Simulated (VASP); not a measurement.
The system is HfS4.

```xyz
5
Lattice="0.0000 3.9141 3.9141 3.9141 0.0000 3.9141 3.9141 3.9141 0.0000" Properties=species:S:1:pos:R:3 pbc="T T T"
Hf    3.9141    3.9141    3.9141
S     0.9743    0.9743    0.9743
S     2.9399    2.9399    0.9743
S     2.9399    0.9743    2.9399
S     0.9743    2.9399    2.9399
```

```yaml
Program: VASP 6.6.1
Task: relaxation of cell and atoms
Functional: PBE
Potentials_or_basis: VASP PAW PBE potentials, release 64 (Hf_pv, S)
Cutoff: 600 eV
k_mesh: 4 × 4 × 4
Occupations: gaussian, width 0.1 eV
Spin: no spin polarisation
```

At the start: pressure -8.6 GPa; volume 23.99 Å³/atom.

Where does the relaxation end?

Over 5 steps the energy falls by 122.3 meV/atom and the volume is 20.07 Å³/atom (-16.3 %); space group F-43m (No. 216, to 0.05 Å).

Step by step:
```
step  energy change (eV)  largest force (eV/Å)  pressure (GPa)  volume (Å³)
   1              0.0000                0.1897           -8.64       119.93
   2             -0.6083                0.0768            0.77        98.85
   3             -0.6111                0.0880            0.07        99.96
   4             -0.6109                0.0915           -0.16       100.34
   5             -0.6117                0.0068           -0.16       100.36
```

Final structure:
```
Hf S
1.0
     0.00000    3.68844    3.68844
     3.68844    0.00000    3.68844
     3.68844    3.68844    0.00000
Hf S
1 4
Direct
  0.50000 0.50000 0.50000
  0.12540 0.12540 0.12540
  0.12540 0.12540 0.62379
  0.12540 0.62379 0.12540
  0.62379 0.12540 0.12540
```

Caveat: the volume moved by over 15 % at a fixed basis, so the end points are rough.
